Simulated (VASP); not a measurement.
A run of VASP 6.6.1 is set up as follows.

File POSCAR:

```
HfH3
1.0
    3.0846000000      0.0000000000      0.0000000000
    0.0000000000      3.0846000000      0.0000000000
    0.0000000000      0.0000000000      3.0846000000
Hf H
1 3
Direct
    0.0000000000      0.0000000000      0.0000000000
    0.0000000000      0.5000000000      0.5000000000
    0.5000000000      0.0000000000      0.5000000000
    0.5000000000      0.5000000000      0.0000000000
```

The input INCAR.step1:

```
ALGO     = Normal         # electronic algorithm
EDIFF    = 1E-4           # SCF threshold, eV
ENCUT    = 520            # plane-wave cutoff, eV
GGA      = PE             # functional
ISMEAR   = 1              # smearing method
LASPH    = T              # aspherical terms in the spheres
LCHARG   = F              # write CHGCAR
LREAL    = F              # projectors in reciprocal space
LWAVE    = T              # write WAVECAR
NBANDS   = 14             # bands
NELM     = 60             # most SCF steps
PREC     = Accurate       # precision mode
SIGMA    = 0.01           # smearing width, eV
```

The input INCAR.step2:

```
ALGO     = Normal         # electronic algorithm
EDIFF    = 1E-7           # SCF threshold, eV
ENCUT    = 520            # plane-wave cutoff, eV
ISIF     = 2              # what is computed and relaxed
ISMEAR   = 1              # smearing method
ISTART   = 1            
IVDW     = 12             # dispersion correction
LASPH    = T              # aspherical terms in the spheres
LCHARG   = F              # write CHGCAR
LMIXTAU  = T            
LREAL    = F              # projectors in reciprocal space
LWAVE    = F              # write WAVECAR
METAGGA  = R2SCAN         # meta-GGA
NBANDS   = 14             # bands
NELM     = 60             # most SCF steps
PREC     = Accurate       # precision mode
SIGMA    = 0.01           # smearing width, eV
VDW_A1   = 0.49484001   
VDW_A2   = 5.73083694   
VDW_S6   = 1.0          
VDW_S8   = 0.78981345
```

The input KPOINTS:

```
k-points
0
Gamma
  6 6 6
```

Potentials or basis: VASP PAW PBE potentials, release 64 (Hf_pv, H).

The run is started by

```sh
$ cat potpaw_PBE.64/Hf_pv/POTCAR potpaw_PBE.64/H/POTCAR > POTCAR
$ cp INCAR.step1 INCAR
$ mpirun -np 1 vasp_std > vasp.out
$ cp INCAR.step2 INCAR
$ mpirun -np 1 vasp_std > vasp.out
```

(1) Predict the pressure.

(2) What does it give for the dispersion energy per atom?

Results:

(1) -3.6 GPa.

(2) -0.090 eV.

Caveat: the PAW data sets were made with another functional, which shifts forces and pressure a little; pairwise dispersion overbinds metals, which lowers pressure and volume.
